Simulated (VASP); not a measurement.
Crystal: HfVO4.

```
Hf V O
1.0
     0.00000    3.18679    3.18679
     3.18679    0.00000    3.18679
     3.18679    3.18679    0.00000
Hf V O
1 1 4
Direct
  0.75000 0.75000 0.75000
  0.00000 0.00000 0.00000
  0.87722 0.37426 0.37426
  0.37426 0.37426 0.37426
  0.37426 0.87722 0.37426
  0.37426 0.37426 0.87722
```

The cell was generated, and may not be a known phase.

| Property | Result |
| --- | --- |
| Program | VASP 6.6.1 |
| Task | relaxation of cell and atoms |
| Functional | PBE |
| Potentials or basis | VASP PAW PBE potentials, release 64 (Hf_pv, V_sv, O) |
| Cutoff | 600 eV |
| k mesh | 6 × 6 × 6 |
| Occupations | gaussian, width 0.1 eV |
| Spin | collinear spin, ferromagnetic start |
| Starting moments | [0.0, 2.0, 0.0, 0.0, 0.0, 0.0] μB |

At the start: pressure -5.9 GPa; volume 10.79 Å³/atom.

Where does the relaxation end?

Over 3 steps the energy falls by 9.8 meV/atom and the volume is 10.30 Å³/atom (-4.5 %); space group F-43m (No. 216, to 0.1 Å) before and after; moment 2.05 μB per cell.

The path:
```
step  energy change (eV)  largest force (eV/Å)  pressure (GPa)  volume (Å³)
   1              0.0000                0.1548           -5.88        64.73
   2             -0.0545                0.0175            1.82        61.09
   3             -0.0586                0.0243            0.05        61.81
```

Final structure:
```
CELL_PARAMETERS angstrom
0.00000 3.13809 3.13809
3.13809 0.00000 3.13809
3.13809 3.13809 0.00000
ATOMIC_POSITIONS crystal
Hf 0.75000 0.75000 0.75000
V 0.00000 0.00000 0.00000
O 0.87560 0.37480 0.37480
O 0.37480 0.37480 0.37480
O 0.37480 0.87560 0.37480
O 0.37480 0.37480 0.87560
```
